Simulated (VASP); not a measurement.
# Ti4C in VASP: notebook

Ti4C is run at these levels: PBE; tasks: relaxation of the atoms.

Everything below comes from runs of VASP 6.6.1. Logs are shortened: lines on timing, memory, paths and dates and some standing lists are left out, and cuts for length are marked.

## (1) The cell of the first run

The cell holds a slab with vacuum, 5 atoms: a = 2.938 Å, b = 2.938 Å, c = 22.405 Å, α = 90.00°, β = 90.00°, γ = 120.00°.

## (2) Relaxation of the atoms, PBE

INCAR

```
  PREC = Accurate
  ENCUT = 520
  EDIFF = 1E-7
  ISMEAR = 0
  SIGMA = 0.1
  LREAL = False
  LASPH = True
  NELM = 80
  ALGO = Normal
  ISIF = 2
  LWAVE = False
  LCHARG = False
  LDIPOL = True
  IDIPOL = 3
  DIPOL = 0.5 0.5 0.378
  GGA = PE
  IBRION = 2
  NSW = 36
  EDIFFG = -0.025
  KPAR = 4
```

KPOINTS

```
Automatic mesh
0
Gamma
  9 9 1
```

POSCAR

```
Ti4C
1.0
    2.9384580613      0.0000000000      0.0000000000
   -1.4692290307      2.5447793290      0.0000000000
    0.0000000000      0.0000000000     22.4046135985
Ti C
4 1
Selective dynamics
Direct
    0.6666666667      0.3333333333      0.1785346568  F F F
    0.3333333333      0.6666666667      0.2823220753  F F F
    0.6666666667      0.3333333333      0.3901862329  F F F
    0.3333333333      0.6666666667      0.4867128616  F F F
    0.8333333333      1.0000000000      0.5527706847  F F T
```

Potentials or basis: VASP PAW PBE potentials, release 64 (Ti_sv, C).

Launch:

```sh
$ cat potpaw_PBE.64/Ti_sv/POTCAR potpaw_PBE.64/C/POTCAR > POTCAR
$ mpirun -np 4 vasp_std > vasp.out
```

OUTCAR:

```text
PREC = Accurate
   ENCUT = 520
   EDIFF = 1E-7
   ISMEAR = 0
   LREAL = False
   LASPH = True
   NELM = 80
   ISIF = 2
   GGA = PE
   IBRION = 2
   NSW = 36
   EDIFFG = -0.025

 ion  position               nearest neighbor table
   1  0.667  0.333  0.179-   2 2.88   2 2.88   2 2.88
   2  0.333  0.667  0.282-   1 2.88   1 2.88   1 2.88
   3  0.667  0.333  0.390-   4 2.75   4 2.75   4 2.75
   4  0.333  0.667  0.487-   5 1.97   5 2.30   3 2.75   3 2.75   3 2.75
   5  0.833  0.000  0.553-   4 1.97   4 2.30

  LATTYP: Found a hexagonal cell.
 ALAT       =     2.9384580613
 C/A-ratio  =     7.6246157444

  Lattice vectors:

 A1 = (   2.9384580613,   0.0000000000,   0.0000000000)
 A2 = (  -1.4692290307,   2.5447793290,   0.0000000000)
 A3 = (   0.0000000000,   0.0000000000,  22.4046135985)

Analysis of symmetry for initial positions (statically):
=====================================================================
 Subroutine PRICEL returns:
 Original cell was already a primitive cell.

 Routine SETGRP: Setting up the symmetry group for a
 hexagonal supercell.

 Subroutine GETGRP returns: Found  1 space group operations
 (whereof  1 operations were pure point group operations)
 out of a pool of 24 trial point group operations.

The static configuration has the point symmetry C_1 .

Analysis of symmetry for dynamics (positions and initial velocities):
=====================================================================
 Subroutine PRICEL returns:
 Original cell was already a primitive cell.

 Routine SETGRP: Setting up the symmetry group for a
 hexagonal supercell.

 Subroutine GETGRP returns: Found  1 space group operations
 (whereof  1 operations were pure point group operations)
 out of a pool of 24 trial point group operations.

The dynamic configuration has the point symmetry C_1 .

Analysis of constrained symmetry for selective dynamics:
=====================================================================
 Subroutine PRICEL returns:
 Original cell was already a primitive cell.

 Routine SETGRP: Setting up the symmetry group for a
 hexagonal supercell.

 Subroutine GETGRP returns: Found  1 space group operations
[... 120 lines left out ...]
   NELECT =      52.0000    total number of electrons
   NUPDOWN=      -1.0000    fix difference up-down
   EMIN   =  10.00;   EMAX   =-10.00  energy-range for DOS
   EFERMI =   0.00;   METHOD = LEGACY
   ISMEAR =     0;   SIGMA  =   0.10  broadening in eV -4-tet -1-fermi 0-gaus
   EFERMI_NEDOS =   21; number of points for ismear=-14 and -15
   IALGO  =     38    algorithm
   IMIX   =      4    mixing-type and parameters
     AMIX     =   0.40;   BMIX     =  1.00
     AMIX_MAG =   1.60;   BMIX_MAG =  1.00
  volume/ion in A,a.u.               =      33.51       226.12
  Fermi-wavevector in a.u.,A,eV,Ry     =   1.108427  2.094622 16.716246  1.228609
  Thomas-Fermi vector in A             =   2.244954
   LORBIT       =      0    0 simple, 1 ext, 2 COOP (PROOUT), +10 PAW based schemes
   GGA     = PE    functional components
   LHFCALC =     F    Hartree Fock is set to
   AEXX    =    0.0000 exact exchange contribution
   IVDW    =     0    specifies the selected vdW correction
   LEPSILON=     F    determine dielectric tensor
   LRPA    =     F    only Hartree local field effects (RPA)
 conjugate gradient relaxation of ions
 non-spin polarized calculation
 Gauss-broadening in eV      SIGMA  =   0.10
  energy-cutoff  :      520.00
  volume of cell :      167.54
 maximum number of plane-waves:      4595
 NGX is ok and might be reduce to    24
   NGX = 11   NGY = 11   NGZ = 83

 dipolmoment           0.000000      0.000000     -0.002793 electrons x Angstroem

--------------------------------------- Ionic step        1  -------------------------------------------

 number of electron      51.9999992 magnetization

 Free energy of the ion-electron system (eV)
  ---------------------------------------------------
  ext. energy  EPLUGINS =         0.00000000
  ---------------------------------------------------
  free energy    TOTEN  =       -35.91749130 eV

  energy without entropy =      -35.87322562  energy(sigma->0) =      -35.89535846

------------------------ aborting loop because EDIFF is reached ----------------------------------------

  FORCE on cell =-STRESS in cart. coord.  units (eV):
  Direction    XX          YY          ZZ          XY          YZ          ZX
  --------------------------------------------------------------------------------------
  -------------------------------------------------------------------------------------
  Total       -1.2814009     -0.7220815     -2.4663149      0.3246868      0.8370674     -0.0296342
  in kB      -12.2543005     -6.9054141    -23.5858764      3.1050464      8.0050476     -0.2833979
  external PRESSURE =     -14.2485303 kB  Pullay stress =       0.0000000 kB
[... 143 lines left out ...]
--------------------------------------- Ionic step        5  -------------------------------------------

 number of electron      51.9999992 magnetization

 dipolmoment           0.000000      0.000000      0.091682 electrons x Angstroem

 Free energy of the ion-electron system (eV)
  ---------------------------------------------------
  ext. energy  EPLUGINS =         0.00000000
  ---------------------------------------------------
  free energy    TOTEN  =       -36.19266736 eV

  energy without entropy =      -36.14625426  energy(sigma->0) =      -36.16946081

 E-fermi :   0.5949     XC(G=0):  -6.0435

 val. band max:        0.5941883571   @ k =   0.2222   0.0000   0.0000
 cond. band min:       0.5990000029   @ k =   0.0000   0.3333   0.0000
 fundamental gap:      0.0048116458
 Fermi energy:         0.5949309236

 k-point     1 :       0.0000    0.0000    0.0000
  band No.  band energies     occupation
      1     -56.3874      2.00000
      2     -56.1940      2.00000
      3     -56.0801      2.00000
      4     -55.1688      2.00000
      5     -32.8073      2.00000
      6     -32.5538      2.00000
[... 805 lines left out ...]
     30       1.4122      0.00000
     31       1.7644      0.00000

 [... further k-points ...]

------------------------ aborting loop because EDIFF is reached ----------------------------------------

 vacuum level on the upper side and lower side of the slab       (xc-potential included)         1.073        -1.238

  FORCE on cell =-STRESS in cart. coord.  units (eV):
  Direction    XX          YY          ZZ          XY          YZ          ZX
  --------------------------------------------------------------------------------------
  -------------------------------------------------------------------------------------
  Total        0.8267053      2.1401181      0.6312909      1.4700134      2.2345770      1.4091386
  in kB        7.9059533     20.4663893      6.0371645     14.0580410     21.3697199     13.4758821
  external PRESSURE =      11.4698357 kB  Pullay stress =       0.0000000 kB
[... 20 lines left out ...]
  FREE ENERGIE OF THE ION-ELECTRON SYSTEM (eV)
  ---------------------------------------------------
  free  energy   TOTEN  =       -36.1926673584 eV

  energy  without entropy=      -36.1462542616  energy(sigma->0) =      -36.16946081

 reached required accuracy - stopping structural energy minimisation

 vacuum level on the upper side and lower side of the slab         7.226         4.865
```

CONTCAR:

```text
Ti4C
   1.00000000000000
     2.9384580613000000    0.0000000000000000    0.0000000000000000
    -1.4692290307000000    2.5447793289999998    0.0000000000000000
     0.0000000000000000    0.0000000000000000   22.4046135984999992
  Ti              C
     4     1
Selective dynamics
Direct
     0.6666666667000030    0.3333333332999970    0.1785346567999966   F   F   F
     0.3333333332999970    0.6666666667000030    0.2823220753000015   F   F   F
     0.6666666667000030    0.3333333332999970    0.3901862328999997   F   F   F
     0.3333333332999970    0.6666666667000030    0.4867128615999974   F   F   F
     0.8333333332999970    0.0000000000000000    0.5411986273154400   F   F   T

  0.00000000E+00  0.00000000E+00  0.00000000E+00
  0.00000000E+00  0.00000000E+00  0.00000000E+00
  0.00000000E+00  0.00000000E+00  0.00000000E+00
  0.00000000E+00  0.00000000E+00  0.00000000E+00
  0.00000000E+00  0.00000000E+00  0.00000000E+00
```

Run time: 10 min. Hardware: 4 MPI ranks of AMD EPYC 7R13 (Zen 3), shared host; peak memory 0.4 GiB.

Results:

```yaml
Free_energy: -36.1927 eV
Energy_gained_by_relaxing: 55.0 meV/atom
Ionic_steps: 5
Band_gap_on_the_k_mesh: zero (bands 26 and 27 overlap by 0.84 eV)
```

The path:
| step | energy change (eV) | largest force on free atoms (eV/Å) | pressure (GPa) |
| --- | --- | --- | --- |
| 1 | 0.0000 | 1.8093 | -1.42 |
| 2 | -0.1412 | 1.4021 | -0.69 |
| 3 | -0.2734 | 0.2000 | 1.38 |
| 4 | -0.2750 | 0.0579 | 1.08 |
| 5 | -0.2752 | 0.0026 | 1.15 |

Final structure:
```
Ti C
1.0
     2.93846    0.00000    0.00000
    -1.46923    2.54478    0.00000
     0.00000    0.00000   22.40461
Ti C
4 1
Direct
  0.66667 0.33333 0.17853
  0.33333 0.66667 0.28232
  0.66667 0.33333 0.39019
  0.33333 0.66667 0.48671
  0.83333 0.00000 0.54120
```

Levels at points of the mesh, in eV from the Fermi level:
```csv
k point,band 23,band 24,band 25,band 26,band 27,band 28,band 29,band 30
"(0.00, 0.00, 0.00)",-0.19,-0.14,0.30,0.42,0.70,0.73,0.74,0.80
```

## (3) Relaxation of the atoms, PBE

INCAR

```
SYSTEM = Ti4C
PREC = Accurate
ENCUT = 520
EDIFF = 1E-6
ISMEAR = 0
SIGMA = 0.1
LREAL = .False.
LASPH = .True.
NELM = 80
ALGO = Fast
ISIF = 2
LWAVE = .False.
LCHARG = .False.
LDIPOL = .True.
IDIPOL = 3
DIPOL = 0.5 0.5 0.378
GGA = PE
IBRION = 2
NSW = 36
EDIFFG = -0.025
KPAR = 4
```

KPOINTS

```
regular mesh
0
Gamma
  9 9 1
  0 0 0
```

POSCAR, as its differences from that of step 2:

```diff
@@ -13,2 +13,2 @@
     0.3333333333      0.6666666667      0.4867128616  F F F
-    0.8333333333      1.0000000000      0.5527706847  F F T
+    0.5000000000      1.3333333333      0.5527706847  F F T
```

Potentials or basis: VASP PAW PBE potentials, release 64 (Ti_sv, C).

Launch:

```sh
$ cat potpaw_PBE.64/Ti_sv/POTCAR potpaw_PBE.64/C/POTCAR > POTCAR
$ mpirun -np 4 vasp_std > vasp.out
```

OUTCAR:

```text
SYSTEM = Ti4C
   PREC = Accurate
   ENCUT = 520
   EDIFF = 1E-6
   ISMEAR = 0
   LREAL = .False.
   LASPH = .True.
   NELM = 80
   ISIF = 2
   GGA = PE
   IBRION = 2
   NSW = 36
   EDIFFG = -0.025

 ion  position               nearest neighbor table
   1  0.667  0.333  0.179-   2 2.88   2 2.88   2 2.88
   2  0.333  0.667  0.282-   1 2.88   1 2.88   1 2.88
   3  0.667  0.333  0.390-   4 2.75   4 2.75   4 2.75
   4  0.333  0.667  0.487-   5 1.97   5 2.30   3 2.75   3 2.75   3 2.75
   5  0.500  0.333  0.553-   4 1.97   4 2.30

  LATTYP: Found a hexagonal cell.
 ALAT       =     2.9384580613
 C/A-ratio  =     7.6246157444

[... 369 lines left out ...]
  free energy    TOTEN  =       -36.17877951 eV

  energy without entropy =      -36.13281504  energy(sigma->0) =      -36.15579728

 E-fermi :   0.6190     XC(G=0):  -6.0260

 val. band max:        0.6155111372   @ k =   0.3333   0.2222   0.0000
 cond. band min:       0.6258595567   @ k =   0.2222   0.0000   0.0000
 fundamental gap:      0.0103484195
 Fermi energy:         0.6190053880

 k-point     1 :       0.0000    0.0000    0.0000
  band No.  band energies     occupation
      1     -56.3557      2.00000
      2     -56.1669      2.00000
      3     -56.0930      2.00000
      4     -55.2405      2.00000
      5     -32.7803      2.00000
      6     -32.5617      2.00000
[... 805 lines left out ...]
     30       1.4554      0.00000
     31       1.7676      0.00000

 [... further k-points ...]

------------------------ aborting loop because EDIFF is reached ----------------------------------------

 vacuum level on the upper side and lower side of the slab       (xc-potential included)         0.891        -1.261

  FORCE on cell =-STRESS in cart. coord.  units (eV):
  Direction    XX          YY          ZZ          XY          YZ          ZX
  --------------------------------------------------------------------------------------
  -------------------------------------------------------------------------------------
  Total        1.5530536      2.2518214      0.4443500     -1.6959588     -2.2218587      2.3912752
  in kB       14.8521707     21.5346312      4.2494100    -16.2188033    -21.2480922     22.8682568
  external PRESSURE =      13.5454040 kB  Pullay stress =       0.0000000 kB
[... 20 lines left out ...]
  FREE ENERGIE OF THE ION-ELECTRON SYSTEM (eV)
  ---------------------------------------------------
  free  energy   TOTEN  =       -36.1787795099 eV

  energy  without entropy=      -36.1328150412  energy(sigma->0) =      -36.15579728

 reached required accuracy - stopping structural energy minimisation

 vacuum level on the upper side and lower side of the slab         7.060         4.855
```

OSZICAR:

```text
N       E                     dE             d eps       ncg     rms          rms(c)
DAV:   1     0.650352352610E+03    0.65035E+03   -0.28535E+04  2830   0.176E+03
DAV:   2     0.491605671254E+02   -0.60119E+03   -0.59340E+03  2705   0.544E+02
[... 157 lines left out ...]
   4 F= -.36178777E+02 E0= -.36155795E+02  d E =-.300081E+00
       N       E                     dE             d eps       ncg     rms          rms(c)
DAV:   1    -0.361787792761E+02   -0.30192E-05   -0.18099E-05  2531   0.961E-03    0.257E-03
RMM:   2    -0.361788138468E+02   -0.34571E-04   -0.77223E-06  2563   0.104E-02    0.451E-02
RMM:   3    -0.361787792241E+02    0.34623E-04   -0.22845E-06  2125   0.929E-03    0.313E-03
RMM:   4    -0.361787795099E+02   -0.28579E-06   -0.81119E-07  1370   0.418E-03
   5 F= -.36178780E+02 E0= -.36155797E+02  d E =-.258195E-05
```

CONTCAR:

```text
Ti4C
   1.00000000000000
     2.9384580613000000    0.0000000000000000    0.0000000000000000
    -1.4692290307000000    2.5447793289999998    0.0000000000000000
     0.0000000000000000    0.0000000000000000   22.4046135984999992
  Ti              C
     4     1
Selective dynamics
Direct
     0.6666666667000030    0.3333333332999970    0.1785346567999966   F   F   F
     0.3333333332999970    0.6666666667000030    0.2823220753000015   F   F   F
     0.6666666667000030    0.3333333332999970    0.3901862328999997   F   F   F
     0.3333333332999970    0.6666666667000030    0.4867128615999974   F   F   F
     0.5000000000000000    0.3333333332999970    0.5410148427345196   F   F   T

  0.00000000E+00  0.00000000E+00  0.00000000E+00
  0.00000000E+00  0.00000000E+00  0.00000000E+00
  0.00000000E+00  0.00000000E+00  0.00000000E+00
  0.00000000E+00  0.00000000E+00  0.00000000E+00
  0.00000000E+00  0.00000000E+00  0.00000000E+00
```

Run time: 19 min. Hardware: 4 MPI ranks of Oxide Virtual Turin-like, shared host; peak memory 0.4 GiB.

What came out:

```yaml
Free_energy: -36.1788 eV
Energy_gained_by_relaxing: 60.0 meV/atom
Ionic_steps: 5
Band_gap_on_the_k_mesh: zero (bands 26 and 27 overlap by 0.78 eV)
```

Step by step:
```
step  energy change (eV)  largest force on free atoms (eV/Å)  pressure (GPa)
   1              0.0000                              1.8746           -1.36
   2             -0.1540                              1.4900           -0.55
   3             -0.3000                              0.0396            1.42
   4             -0.3001                              0.0258            1.35
   5             -0.3001                              0.0233            1.35
```

Final structure:
```
Ti C
1.0
     2.93846    0.00000    0.00000
    -1.46923    2.54478    0.00000
     0.00000    0.00000   22.40461
Ti C
4 1
Direct
  0.66667 0.33333 0.17853
  0.33333 0.66667 0.28232
  0.66667 0.33333 0.39019
  0.33333 0.66667 0.48671
  0.50000 0.33333 0.54101
```
